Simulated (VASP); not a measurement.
Runs of VASP 6.6.1 on Re. The structure is that of space group P6_3/mmc (No. 194), or close to it. The cells are those of the table. 

| task | cell | k mesh | cutoff (eV) | gap on the mesh (eV) | pressure (GPa) |
| --- | --- | --- | --- | --- | --- |
| single point | a = 2.753, b = 2.753, c = 8.870 Å, angles 90.0, 90.0, 120.0°, 4 atoms | 15 × 15 × 4 | 520 | none | (a) |
| single point | a = 2.789, b = 2.789, c = 8.986 Å, angles 90.0, 90.0, 120.0°, 4 atoms | 15 × 15 × 4 | 520 | none | -14.2 |
| single point | a = 2.638, b = 2.638, c = 8.500 Å, angles 90.0, 90.0, 120.0°, 4 atoms | 15 × 15 × 4 | 520 | none | 68.1 |
| single point | a = 2.677, b = 2.677, c = 8.626 Å, angles 90.0, 90.0, 120.0°, 4 atoms | 15 × 15 × 4 | 520 | none | 40.4 |
| relaxation of cell and atoms | relaxed from a = 2.751, b = 2.751, c = 8.983 Å, angles 90.0, 90.0, 120.0°, 4 atoms | 13 × 13 × 4 | 600 | - | 0.0 |

Alike in all rows: level PBEsol; potentials or basis VASP PAW PBE potentials, release 64 (Re); no spin polarisation; smearing fermi-dirac 0.1 eV.

Task: Estimate the missing entries.

Result: (a) 0.1.

Caveats: the PAW data sets were made with another functional, which shifts forces and pressure a little; spin-orbit coupling is left out, which moves the levels of the heavy elements; the cell stands under pressure (at least some runs); the cell stands under tension (at least some runs); the highest band is partly filled, so the run has too few bands (at least some runs).

A k mesh can miss the band edges, and the runs leave out spin-orbit coupling on Re.

A gap of «none» marks levels without a gap at the run's occupations.
